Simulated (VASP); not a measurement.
Here is a VASP 6.6.1 calculation.

INCAR

```
SYSTEM = LiH
PREC = Accurate
ENCUT = 750
EDIFF = 1E-6
ISMEAR = 0
SIGMA = 0.05
LREAL = .False.
LASPH = .True.
NELM = 120
ALGO = Normal
ISIF = 2
LWAVE = .False.
LCHARG = .False.
GGA = PE
NBANDS = 9
GGA_COMPAT = .False.
```

The input KPOINTS:

```
regular mesh
0
Gamma
  10 10 10
  0 0 0
```

The input POSCAR:

```
LiH
1.0
    0.0000000000      2.0121750000      2.0325000000
    2.0325000000      0.0000000000      2.0325000000
    2.0325000000      2.0121750000      0.0000000000
Li H
1 1
Direct
    0.0000000000      0.0000000000      0.0000000000
    0.5000000000      0.5000000000      0.5000000000
```

Potentials or basis: VASP PAW PBE potentials, release 64 (Li_sv, H).

The run is started by

```sh
$ cat potpaw_PBE.64/Li_sv/POTCAR potpaw_PBE.64/H/POTCAR > POTCAR
$ mpirun -np 1 vasp_std > vasp.out
```

Q: Predict the pressure.

A: -1.3 GPa.

Q: What does it give for the band gap on the k mesh?

A: 2.91 eV, indirect (least direct gap 2.99 eV).

Stress tensor (GPa, compression positive):
```
-1.52  0.00  0.00
 0.00 -0.89  0.00
 0.00  0.00 -1.52
```

Caveat: the cell differs from its parent crystal (strain -0.0100 x Voigt [0, 1, 0, 0, 0, 0]). A k mesh can miss the band edges.
